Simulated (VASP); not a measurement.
# In3As: single point with PBEsol

The system is In3As.

```
In As
1.0
     4.73316    0.00000    0.00000
     0.00000    4.73316    0.00000
     0.00000    0.00000    4.73316
In As
3 1
Cartesian
  2.3666 2.3666 0.0000
  2.3666 0.0000 2.3666
  0.0000 2.3666 2.3666
  0.0000 0.0000 0.0000
```

This cell differs from its parent crystal: volume scaled by 1.04.

```json
{
  "Program": "VASP 6.6.1",
  "Task": "single point",
  "Functional": "PBEsol",
  "Potentials or basis": "VASP PAW PBE potentials, release 64 (In_d, As)",
  "Cutoff": "520 eV",
  "k mesh": "6 × 6 × 6",
  "Occupations": "fermi-dirac, width 0.05 eV",
  "Spin": "no spin polarisation",
  "Dipole correction": "no",
  "Further INCAR settings": "ALGO = Fast; EDIFF = 1e-06; NBANDS = 30"
}
```

| Quantity | Value |
| --- | --- |
| Pressure | -3.7 GPa |
| Band gap on the k mesh | zero (band 22 reaches 6.45 eV, above the bottom of band 23 at 2.84 eV) |

Levels at points of the mesh, in eV from the Fermi level:
```
           k point  band 18  band 19  band 20  band 21  band 22  band 23  band 24  band 25  band 26  band 27
(0.00, 0.00, 0.00)    -2.67    -2.67    -2.67    -1.94    -1.94     2.07     2.07     2.07     4.48     4.48
(0.50, 0.00, 0.00)    -4.32    -1.45    -1.45    -1.32     0.04     0.04     0.08     1.54     4.50     4.58
(0.50, 0.50, 0.00)    -5.71    -5.64    -0.66    -0.34     0.41     0.41     1.69     1.98     1.98     2.11
(0.50, 0.50, 0.50)    -4.16    -4.16    -3.72    -3.72    -3.72    -3.18     4.57     4.57     4.57     8.49
```

Run time: 34 s on 1 thread of Intel(R) Xeon(R) 6975P-C (Granite Rapids) (shared host), peak memory 0.22 GiB.

Caveat: the PAW data sets were made with another functional, which shifts forces and pressure a little; spin-orbit coupling is left out, which moves the levels of the heavy elements.
